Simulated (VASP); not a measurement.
# GaPt2F (P6/mmm) in VASP: a series of runs, part 4 of 4

VASP 6.6.1. Earlier steps stand in the parts before.

**7. Single point, PBE, collinear spin**

File INCAR:

```
  PREC = Accurate
  ENCUT = 520
  EDIFF = 1E-6
  ISMEAR = 0
  SIGMA = 0.1
  LREAL = F
  LASPH = T
  NELM = 150
  ALGO = Normal
  ISIF = 2
  LWAVE = F
  LCHARG = F
  ISPIN = 2
  MAGMOM = 0 1 1 0
  LORBIT = 11
  LMAXMIX = 4
  GGA = PE
  NBANDS = 32
```

File KPOINTS:

```
Automatic mesh
0
Gamma
  6 6 4
```

File POSCAR:

```
GaPt2F
1.0
    3.3781497800      0.0000000000      0.0000000000
   -1.6890748900      2.9255635300      0.0000000000
    0.0000000000      0.0000000000      6.1358355300
Ga Pt F
1 2 1
Direct
    0.0000000000      0.0000000000      0.0000000000
    0.0000000000      0.0000000000      0.2735285200
    0.0000000000      0.0000000000      0.7264714800
    0.0000000000      0.0000000000      0.5000000000
```

On the command line:

```console
> cat potpaw_PBE.64/Ga_d/POTCAR potpaw_PBE.64/Pt/POTCAR potpaw_PBE.64/F/POTCAR > POTCAR
> mpirun -np 1 vasp_std > vasp.out
```

Wall time 3 min (1 thread of AMD EPYC 7R43 (Zen 3), shared host); peak memory 0.21 GiB.

It converged, with:

```yaml
Free_energy: 23.9535 eV
Pressure: 248.8 GPa
Largest_force: 18.836 eV/Å
Band_gap_on_the_k_mesh: zero (filled and empty bands overlap)
Net_moment: 0.00 μB per cell
```

Forces in eV/Å, atoms in the order of the input:
```
Ga    0.000   0.000   0.000
Pt    0.000   0.000 -18.836
Pt    0.000   0.000  18.836
F     0.000   0.000   0.000
```

Stress tensor (GPa, compression positive):
```
  2.94   0.00   0.00
  0.00   2.94   0.00
  0.00   0.00 740.49
```

Levels at points of the mesh, in eV from the Fermi level:
Spin up:
```tsv
k point	band 16	band 17	band 18	band 19	band 20	band 21	band 22	band 23	band 24	band 25
(0.00, 0.00, 0.00)	-3.59	-3.28	-3.28	-2.46	-2.46	1.90	4.03	9.66	9.66	10.94
(0.50, 0.00, 0.00)	-2.90	-2.18	-2.03	-1.42	-0.05	0.93	2.21	3.00	5.30	6.79
(0.00, 0.00, 0.50)	-3.30	-3.28	-3.28	-1.14	-0.13	-0.13	4.13	8.00	8.00	9.72
(0.50, 0.00, 0.50)	-2.22	-1.99	-1.05	-0.72	-0.27	0.28	1.28	1.56	5.35	7.38
```
Spin down:
```csv
k point,band 16,band 17,band 18,band 19,band 20,band 21,band 22,band 23,band 24,band 25
"(0.00, 0.00, 0.00)",-3.59,-3.28,-3.28,-2.46,-2.46,1.90,4.03,9.66,9.66,10.94
"(0.50, 0.00, 0.00)",-2.90,-2.18,-2.03,-1.42,-0.05,0.93,2.21,3.00,5.30,6.79
"(0.00, 0.00, 0.50)",-3.30,-3.28,-3.28,-1.14,-0.13,-0.13,4.13,8.00,8.00,9.72
"(0.50, 0.00, 0.50)",-2.22,-1.99,-1.05,-0.72,-0.27,0.28,1.28,1.56,5.35,7.38
```

Caveat: atoms lie so close that the PAW spheres overlap strongly, which falsifies energies and pressures; the cell stands under pressure; spin-orbit coupling is left out, which moves the levels of the heavy elements; forces of over 1 eV/Å act on the atoms, so gaps and moduli don't describe the material at rest.

**8. The runs side by side**

| task | spin | cell | k mesh | cutoff (eV) | gap on the mesh (eV) | pressure (GPa) | moment (μB) | largest force (eV/Å) |
| --- | --- | --- | --- | --- | --- | --- | --- | --- |
| single point | off | a = 3.378, b = 3.378, c = 6.136 Å, angles 90.0, 90.0, 120.0°, 4 atoms, atomic positions A | 6 × 6 × 4 | 520 | none | 248.8 | - | 18.84 |
| single point | off | a = 2.842, b = 2.842, c = 8.876 Å, angles 90.0, 90.0, 120.0°, 4 atoms, atomic positions B | 6 × 6 × 4 | 520 | none | 0.1 | - | 0.01 |
| single point | collinear | a = 2.842, b = 2.842, c = 8.876 Å, angles 90.0, 90.0, 120.0°, 4 atoms, atomic positions B | 6 × 6 × 2 | 520 | none | 0.1 | 0.00 | 0.08 |
| single point | off | a = 2.828, b = 2.828, c = 8.932 Å, angles 90.0, 90.0, 120.0°, 4 atoms, atomic positions B | 18 × 18 × 6 | 520 | none | -0.1 | - | 0.01 |
| relaxation of cell and atoms | off | relaxed from a = 2.842, b = 2.842, c = 8.876 Å, angles 90.0, 90.0, 120.0°, 4 atoms, atomic positions B | 18 × 18 × 6 | 600 | none | 0.0 | - | - |
| single point | collinear | a = 3.378, b = 3.378, c = 6.136 Å, angles 90.0, 90.0, 120.0°, 4 atoms, atomic positions A | 6 × 6 × 4 | 520 | none | 248.8 | 0.00 | 18.84 |

Alike in all rows: level PBE; potentials or basis VASP PAW PBE potentials, release 64 (Ga_d, Pt, F); smearing gaussian 0.1 eV.

Caveats: some runs use coarse meshes; spin-orbit coupling is left out, which moves the levels of the heavy elements; atoms lie so close that the PAW spheres overlap strongly, which falsifies energies and pressures (at least some runs); the cell stands under pressure (at least some runs); forces of over 1 eV/Å act on the atoms, so gaps and moduli don't describe the material at rest (at least some runs).

Absolute energies hang on the potentials; compare differences alone.
